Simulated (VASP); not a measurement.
VSe:

```xyz
2
Lattice="3.3195 0.0000 0.0000 0.0000 3.3195 0.0000 0.0000 0.0000 3.3195" Properties=species:S:1:pos:R:3 pbc="T T T"
V     0.0000    0.0000    0.0000
Se    1.6598    1.6598    1.6598
```

Base run:

* Program: VASP 6.6.1
* Functional: LDA
* Potentials or basis: VASP PAW LDA potentials, release 64 (V_sv, Se)
* Cutoff: 500 eV
* k mesh: 6 × 6 × 6
* Occupations: gaussian, width 0.05 eV
* Spin: collinear spin, ferromagnetic start
* Starting moments: [1.5, 0.0] μB
* Fixed moment: 1.5 μB
* Hubbard terms: V d U = 5.0 eV

Its results: pressure -7.2 GPa; net moment 1.50 μB per cell; site moments V +1.83; Se -0.28 μB.

Problem. The run is repeated on the same cell with these changes: fixed moment from 1.5 μB to none; moments at the start from [1.5, 0.0] to [3.0, 0.0]. What comes out?

Solution. Pressure -6.0 GPa; net moment 2.97 μB per cell; site moments V +2.85; Se -0.30 μB.

Caveats: the cell stands under tension; the total moment is fixed, so each spin has its own Fermi level and the state may be an excited one (at least some runs).
